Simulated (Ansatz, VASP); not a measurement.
**Two plane-wave programs on BaS**

```
Ba S
1.0
     0.00000    3.22568    3.22568
     3.22568    0.00000    3.22568
     3.22568    3.22568    0.00000
Ba S
1 1
Direct
  0.00000 0.00000 0.00000
  0.50000 0.50000 0.50000
```

Alike in both runs: functional LDA; k mesh 8 × 8 × 8; occupations fermi-dirac, width 0.03 eV; no spin polarisation.

Ansatz relaxed the structure, and its values are those at the end. VASP's run is a single point on that final structure, the one shown.

|  | VASP | Ansatz |
| --- | --- | --- |
| version | VASP 6.6.1 | Ansatz 0.2.0 |
| potentials or method | VASP PAW LDA potentials, release 64 (Ba_sv, S) | PAW with Ansatz's default frozen-core files, scalar-relativistic |
| plane-wave cutoff (eV) | 520 | 420 |
| valence electrons in the cell | 16 | 16 |

Ansatz gave:

```
pressure (GPa) : -3.6
```

Which values does VASP return?

Pressure (GPa): -3.0.

LDA's correlation is that of Perdew and Zunger in VASP and of Perdew and Wang (1992) in Ansatz. Ansatz's warnings: stress scf threshold loose.

Spin-orbit coupling is off throughout.
